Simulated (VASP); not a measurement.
# Lu (Fm-3m) in VASP: a series of runs

Runs on Lu. Level: LDA. Tasks: single point, relaxation of cell and atoms.

Everything below comes from runs of VASP 6.6.1. Logs are shortened: lines on timing, memory, paths and dates and some standing lists are left out, and cuts for length are marked.

## Step 1: The cell of the first run

It takes space group Fm-3m (No. 225, cubic). The conventional cell has a = 4.679 Å, b = 4.679 Å, c = 4.679 Å, α = 90.00°, β = 90.00°, γ = 90.00°. Lu (site symmetry m-3m) has 12 Lu at 3.31 Å within 4.4 Å.

This isn't the form of Lu at room conditions, which is hcp.

## Step 2: Single point, LDA

File INCAR:

```
SYSTEM = Lu
ALGO = Normal ; EDIFF = 1E-6
ENCUT = 600 ; GGA = CA
GGA_COMPAT = .False. ; ISIF = 2
ISMEAR = 0 ; LASPH = .True.
LCHARG = .False. ; LREAL = .False.
LWAVE = .False. ; NBANDS = 18
NELM = 120 ; PREC = Accurate
SIGMA = 0.1
```

File KPOINTS:

```
k-points
0
Gamma
  9 9 9
  0 0 0
```

File POSCAR:

```
Lu
1.0
    0.0000000000      2.3393203825      2.3393203825
    2.3393203825      0.0000000000      2.3393203825
    2.3393203825      2.3393203825      0.0000000000
Lu
1
Direct
    0.0000000000      0.0000000000      0.0000000000
```

Potentials or basis: VASP PAW PBE potentials, release 64 (Lu).

Run with:

```
cat potpaw_PBE.64/Lu/POTCAR > POTCAR
mpirun -np 1 vasp_std > vasp.out
```

OUTCAR:

```text
SYSTEM = Lu
   EDIFF = 1E-6
   ENCUT = 600
   GGA = CA
   ISIF = 2
   ISMEAR = 0
   LASPH = .True.
   LREAL = .False.
   NELM = 120
   PREC = Accurate

 ion  position               nearest neighbor table
   1  0.000  0.000  0.000-

  LATTYP: Found a face centered cubic cell.
 ALAT       =     4.6786407650

  Lattice vectors:

 A1 = (   0.0000000000,   2.3393203825,   2.3393203825)
 A2 = (   2.3393203825,   0.0000000000,   2.3393203825)
 A3 = (   2.3393203825,   2.3393203825,   0.0000000000)

Analysis of symmetry for initial positions (statically):
=====================================================================
 Subroutine PRICEL returns:
 Original cell was already a primitive cell.

 Routine SETGRP: Setting up the symmetry group for a
 face centered cubic supercell.

 Subroutine GETGRP returns: Found 48 space group operations
 (whereof 48 operations were pure point group operations)
 out of a pool of 48 trial point group operations.

The static configuration has the point symmetry O_h .

Analysis of symmetry for dynamics (positions and initial velocities):
=====================================================================
 Subroutine PRICEL returns:
 Original cell was already a primitive cell.

 Routine SETGRP: Setting up the symmetry group for a
 face centered cubic supercell.

 Subroutine GETGRP returns: Found 48 space group operations
 (whereof 48 operations were pure point group operations)
 out of a pool of 48 trial point group operations.

The dynamic configuration has the point symmetry O_h .

 Subroutine INISYM returns: Found 48 space group operations
 (whereof 48 operations are pure point group operations),
 and found     1 'primitive' translations

----------------------------------------------------------------------------------------

                                     Primitive cell

  volume of cell :      25.6035

  direct lattice vectors                    reciprocal lattice vectors
     0.000000000  2.339320382  2.339320382    -0.213737290  0.213737290  0.213737290
     2.339320382  0.000000000  2.339320382     0.213737290 -0.213737290  0.213737290
     2.339320382  2.339320382  0.000000000     0.213737290  0.213737290 -0.213737290

[... 67 lines left out ...]
   dimension x,y,z NGXF=    56 NGYF=   56 NGZF=   56
   ions per type =               1
   NGX,Y,Z   is equivalent  to a cutoff of  14.07, 14.07, 14.07 a.u.
   NGXF,Y,Z  is equivalent  to a cutoff of  28.14, 28.14, 28.14 a.u.
 SYSTEM =  Lu
   PREC   = accura    normal or accurate (medium, high low for compatibility)
   ISTART =      0    job   : 0-new  1-cont  2-samecut
   ICHARG =      2    charge: 1-file 2-atom 10-const
   ISPIN  =      1    spin polarized calculation?
   LNONCOLLINEAR =      F non collinear calculations
   LSORBIT =      F    spin-orbit coupling
   LASPH  =      T    aspherical Exc in radial PAW
   ENCUT  =  600.0 eV  44.10 Ry    6.64 a.u.   6.61  6.61  6.61*2*pi/ulx,y,z
   NELM   =    120;   NELMIN=  2; NELMDL= -5     # of ELM steps
   EDIFF  = 0.1E-05   stopping-criterion for ELM
   LREAL  =      F    real-space projection
   EDIFFG = 0.1E-04   stopping-criterion for IOM
   NSW    =      0    number of steps for IOM
   IBRION =     -1    ionic relax: 0-MD 1-quasi-New 2-CG
   NFREE  =      0    steps in history (QN), initial steepest desc. (CG)
   ISIF   =      2    stress and relaxation
   ISYM   =      2    0-nonsym 1-usesym 2-fastsym
   POTIM  = 0.5000    time-step for ionic-motion
   TEBEG  =    0.0;   TEEND  =   0.0 temperature during run
   PSTRESS=    0.0 pullay stress
   NELECT =      25.0000    total number of electrons
   NUPDOWN=      -1.0000    fix difference up-down
   EMIN   =  10.00;   EMAX   =-10.00  energy-range for DOS
   EFERMI =   0.00;   METHOD = LEGACY
   ISMEAR =     0;   SIGMA  =   0.10  broadening in eV -4-tet -1-fermi 0-gaus
   EFERMI_NEDOS =   21; number of points for ismear=-14 and -15
   IALGO  =     38    algorithm
   IMIX   =      4    mixing-type and parameters
     AMIX     =   0.40;   BMIX     =  1.00
     AMIX_MAG =   1.60;   BMIX_MAG =  1.00
  volume/ion in A,a.u.               =      25.60       172.78
  Fermi-wavevector in a.u.,A,eV,Ry     =   1.624134  3.069168 35.889591  2.637811
  Thomas-Fermi vector in A             =   2.717470
   LORBIT       =      0    0 simple, 1 ext, 2 COOP (PROOUT), +10 PAW based schemes
   GGA     = CA    functional components
   LHFCALC =     F    Hartree Fock is set to
   AEXX    =    0.0000 exact exchange contribution
   IVDW    =     0    specifies the selected vdW correction
   LEPSILON=     F    determine dielectric tensor
   LRPA    =     F    only Hartree local field effects (RPA)
 non-spin polarized calculation
 Gauss-broadening in eV      SIGMA  =   0.10
  energy-cutoff  :      600.00
  volume of cell :       25.60
 maximum number of plane-waves:       881
   NGX = 13   NGY = 13   NGZ = 13

 number of electron      25.0000004 magnetization

 Free energy of the ion-electron system (eV)
  ---------------------------------------------------
  ext. energy  EPLUGINS =         0.00000000
  ---------------------------------------------------
  free energy    TOTEN  =        -5.17194730 eV

  energy without entropy =       -5.16415611  energy(sigma->0) =       -5.16805171

 E-fermi :   2.5462     XC(G=0): -11.6305

 val. band max:        2.5102739618   @ k =  -0.4444   0.2222   0.1111
 cond. band min:       2.5727738063   @ k =  -0.3333   0.4444   0.2222
 fundamental gap:      0.0624998444
 Fermi energy:         2.5462479833

 k-point     1 :       0.0000    0.0000    0.0000
  band No.  band energies     occupation
      1     -53.1936      2.00000
      2     -23.6999      2.00000
      3     -23.6999      2.00000
      4     -23.6999      2.00000
      5      -3.8612      2.00000
      6      -2.4322      2.00000
[... 481 lines left out ...]
      5      -2.3565      2.00000
      6      -2.3399      2.00000
[... 10 lines left out ...]
     17       9.5116      0.00000
     18      12.7084      0.00000

 [... further k-points ...]
[... 5 lines left out ...]
  --------------------------------------------------------------------------------------
  -------------------------------------------------------------------------------------
  Total        0.0451603      0.0451603      0.0451603      0.0000000      0.0000000      0.0000000
  in kB        2.8259743      2.8259743      2.8259743      0.0000000      0.0000000      0.0000000
  external PRESSURE =       2.8259743 kB  Pullay stress =       0.0000000 kB

 VOLUME and BASIS-vectors are now :
 -----------------------------------------------------------------------------
  energy-cutoff  :      600.00
  volume of cell :       25.60
      direct lattice vectors                 reciprocal lattice vectors
     0.000000000  2.339320382  2.339320382    -0.213737290  0.213737290  0.213737290
     2.339320382  0.000000000  2.339320382     0.213737290 -0.213737290  0.213737290
     2.339320382  2.339320382  0.000000000     0.213737290  0.213737290 -0.213737290

 POSITION                                       TOTAL-FORCE (eV/Angst)
 -----------------------------------------------------------------------------------
      0.00000      0.00000      0.00000         0.000000     -0.000000      0.000000
 -----------------------------------------------------------------------------------
    total drift:                               -0.000000     -0.000000     -0.000000

  FREE ENERGIE OF THE ION-ELECTRON SYSTEM (eV)
  ---------------------------------------------------
  free  energy   TOTEN  =        -5.1719473012 eV

  energy  without entropy=       -5.1641561130  energy(sigma->0) =       -5.16805171
```

Wall time 24 s (1 thread of Intel Xeon 8259CL, shared host); peak memory 0.17 GiB.

Results:

| Property | Result |
| --- | --- |
| Free energy | -5.1719 eV |
| Pressure | 0.3 GPa |
| Band gap on the k mesh | zero (an odd number of electrons rules out a gap without spin polarisation) |

Levels at points of the mesh, in eV from the Fermi level:
```
           k point  band 9  band 10  band 11  band 12  band 13  band 14  band 15  band 16
(0.00, 0.00, 0.00)   -4.91    -4.80    -4.80    -4.80     2.20     2.20     2.20     4.93
```

Caveat: the PAW data sets were made with another functional, which shifts forces and pressure a little; spin-orbit coupling is left out, which moves the levels of the heavy elements.

## Step 3: Relaxation of cell and atoms, LDA

This run uses another cell than the first one, of 29.41 Å³/atom.

File INCAR:

```
PREC = Accurate ; ENCUT = 600
EDIFF = 1E-7 ; ISMEAR = 0
SIGMA = 0.1 ; LREAL = False
LASPH = True ; NELM = 120
ALGO = Normal ; ISIF = 3
LWAVE = False ; LCHARG = False
GGA = CA ; IBRION = 2
NSW = 80 ; EDIFFG = -0.01
GGA_COMPAT = False ; NELMIN = 4
```

File KPOINTS:

```
Automatic mesh
0
Gamma
  9 9 9
```

File POSCAR:

```
Lu
1.0
    0.0000000000      2.4500000000      2.4500000000
    2.4500000000      0.0000000000      2.4500000000
    2.4500000000      2.4500000000      0.0000000000
Lu
1
Direct
    0.0000000000      0.0000000000      0.0000000000
```

Potentials or basis: VASP PAW PBE potentials, release 64 (Lu).

Run with:

```
cat potpaw_PBE.64/Lu/POTCAR > POTCAR
mpirun -np 1 vasp_std > vasp.out
```

OUTCAR:

```text
PREC = Accurate
   ENCUT = 600
   EDIFF = 1E-7
   ISMEAR = 0
   LREAL = False
   LASPH = True
   NELM = 120
   ISIF = 3
   GGA = CA
   IBRION = 2
   NSW = 80
   EDIFFG = -0.01
   NELMIN = 4

 ion  position               nearest neighbor table
   1  0.000  0.000  0.000-

  LATTYP: Found a face centered cubic cell.
 ALAT       =     4.9000000000

  Lattice vectors:

 A1 = (   0.0000000000,   2.4500000000,   2.4500000000)
 A2 = (   2.4500000000,   0.0000000000,   2.4500000000)
 A3 = (   2.4500000000,   2.4500000000,   0.0000000000)

Analysis of symmetry for initial positions (statically):
=====================================================================
 Subroutine PRICEL returns:
 Original cell was already a primitive cell.

 Routine SETGRP: Setting up the symmetry group for a
 face centered cubic supercell.

 Subroutine GETGRP returns: Found 48 space group operations
 (whereof 48 operations were pure point group operations)
 out of a pool of 48 trial point group operations.

The static configuration has the point symmetry O_h .

Analysis of symmetry for dynamics (positions and initial velocities):
=====================================================================
 Subroutine PRICEL returns:
 Original cell was already a primitive cell.

 Routine SETGRP: Setting up the symmetry group for a
 face centered cubic supercell.

 Subroutine GETGRP returns: Found 48 space group operations
 (whereof 48 operations were pure point group operations)
 out of a pool of 48 trial point group operations.

The dynamic configuration has the point symmetry O_h .

 Subroutine INISYM returns: Found 48 space group operations
 (whereof 48 operations are pure point group operations),
 and found     1 'primitive' translations

[... 113 lines left out ...]
  volume/ion in A,a.u.               =      29.41       198.48
  Fermi-wavevector in a.u.,A,eV,Ry     =   1.550763  2.930517 32.720185  2.404866
  Thomas-Fermi vector in A             =   2.655380
   LORBIT       =      0    0 simple, 1 ext, 2 COOP (PROOUT), +10 PAW based schemes
   GGA     = CA    functional components
   LHFCALC =     F    Hartree Fock is set to
   AEXX    =    0.0000 exact exchange contribution
   IVDW    =     0    specifies the selected vdW correction
   LEPSILON=     F    determine dielectric tensor
   LRPA    =     F    only Hartree local field effects (RPA)
 conjugate gradient relaxation of ions
 non-spin polarized calculation
 Gauss-broadening in eV      SIGMA  =   0.10
  energy-cutoff  :      600.00
  volume of cell :       29.41
 maximum number of plane-waves:      1002
   NGX = 13   NGY = 13   NGZ = 13

--------------------------------------- Ionic step        1  -------------------------------------------

 number of electron      25.0000000 magnetization

 Free energy of the ion-electron system (eV)
  ---------------------------------------------------
  ext. energy  EPLUGINS =         0.00000000
  ---------------------------------------------------
  free energy    TOTEN  =        -5.10433957 eV

  energy without entropy =       -5.09866970  energy(sigma->0) =       -5.10150464

------------------------ aborting loop because EDIFF is reached ----------------------------------------

  FORCE on cell =-STRESS in cart. coord.  units (eV):
  Direction    XX          YY          ZZ          XY          YZ          ZX
  --------------------------------------------------------------------------------------
  -------------------------------------------------------------------------------------
  Total       -1.0177500     -1.0177500     -1.0177500      0.0000000      0.0000000      0.0000000
  in kB      -55.4400270    -55.4400270    -55.4400270      0.0000000      0.0000000      0.0000000
  external PRESSURE =     -55.4400270 kB  Pullay stress =       0.0000000 kB
[... 57 lines left out ...]
--------------------------------------- Ionic step        3  -------------------------------------------

 number of electron      25.0000002 magnetization

 Free energy of the ion-electron system (eV)
  ---------------------------------------------------
  ext. energy  EPLUGINS =         0.00000000
  ---------------------------------------------------
  free energy    TOTEN  =        -5.17253569 eV

  energy without entropy =       -5.16473936  energy(sigma->0) =       -5.16863753

 E-fermi :   2.5177     XC(G=0): -11.5948

 val. band max:        2.4779699110   @ k =  -0.4444   0.2222   0.1111
 cond. band min:       2.5440987883   @ k =  -0.3333   0.4444   0.2222
 fundamental gap:      0.0661288772
 Fermi energy:         2.5177175901

 k-point     1 :       0.0000    0.0000    0.0000
  band No.  band energies     occupation
      1     -53.2339      2.00000
      2     -23.7469      2.00000
      3     -23.7469      2.00000
      4     -23.7469      2.00000
      5      -3.8731      2.00000
      6      -2.4680      2.00000
[... 433 lines left out ...]
      3     -24.0116      2.00000
      4     -24.0116      2.00000
      5      -2.3938      2.00000
      6      -2.3775      2.00000
[... 8 lines left out ...]
     15       9.4181      0.00000
     16       9.4379      0.00000

 [... further k-points ...]
[... 5 lines left out ...]
  --------------------------------------------------------------------------------------
  -------------------------------------------------------------------------------------
  Total        0.0071229      0.0071229      0.0071229      0.0000000      0.0000000      0.0000000
  in kB        0.4427061      0.4427061      0.4427061      0.0000000      0.0000000      0.0000000
  external PRESSURE =       0.4427061 kB  Pullay stress =       0.0000000 kB
[... 16 lines left out ...]
  FREE ENERGIE OF THE ION-ELECTRON SYSTEM (eV)
  ---------------------------------------------------
  free  energy   TOTEN  =        -5.1725356935 eV

  energy  without entropy=       -5.1647393579  energy(sigma->0) =       -5.16863753

 reached required accuracy - stopping structural energy minimisation
```

OSZICAR:

```text
N       E                     dE             d eps       ncg     rms          rms(c)
DAV:   1     0.814274475142E+02    0.81427E+02   -0.11473E+04  1384   0.569E+03
DAV:   2    -0.795187144010E+00   -0.82223E+02   -0.81218E+02  1192   0.362E+02
DAV:   3    -0.506775609219E+01   -0.42726E+01   -0.42493E+01  1424   0.701E+01
[... 38 lines left out ...]
DAV:   6    -0.517215654237E+01   -0.52878E-03   -0.74484E-04  1488   0.296E-01    0.793E-02
DAV:   7    -0.517251874253E+01   -0.36220E-03   -0.62925E-04  2072   0.224E-01    0.194E-02
DAV:   8    -0.517253537104E+01   -0.16629E-04   -0.56610E-05  1840   0.815E-02    0.281E-03
DAV:   9    -0.517253559998E+01   -0.22895E-06   -0.17173E-06  1288   0.114E-02    0.780E-04
DAV:  10    -0.517253569349E+01   -0.93504E-07   -0.29264E-07  1240   0.586E-03
   3 F= -.51725357E+01 E0= -.51686375E+01  d E =-.681961E-01
```

Run time: 83 s. Hardware: 1 thread of Intel Xeon 8259CL, shared host; peak memory 0.17 GiB.

What came out:

- Free energy: -5.1725 eV
- Relaxed volume: 25.78 Å³/atom
- Relaxed cell: a = 3.316 Å, b = 3.316 Å, c = 3.316 Å, α = 60.00°, β = 60.00°, γ = 60.00°
- Space group after relaxing (to 0.1 Å): Fm-3m (No. 225)
- Energy gained by relaxing: 68.2 meV/atom
- Ionic steps: 3
- Pressure after relaxing: 0.0 GPa
- Band gap on the k mesh: zero (an odd number of electrons rules out a gap without spin polarisation)

Step by step:
| step | energy change (eV) | largest force (eV/Å) | pressure (GPa) | volume (Å³) |
| --- | --- | --- | --- | --- |
| 1 | 0.0000 | 0.0000 | -5.54 | 29.41 |
| 2 | -0.0666 | 0.0000 | 1.03 | 25.29 |
| 3 | -0.0682 | 0.0000 | 0.04 | 25.78 |

Final structure:
```xyz
1
Lattice="0.0000 2.3446 2.3446 2.3446 0.0000 2.3446 2.3446 2.3446 0.0000" Properties=species:S:1:pos:R:3 pbc="T T T"
Lu    0.0000    0.0000    0.0000
```

Caveat: the PAW data sets were made with another functional, which shifts forces and pressure a little; spin-orbit coupling is left out, which moves the levels of the heavy elements.

The gap in the log of VASP goes by the Fermi energy; the results here count the filled bands.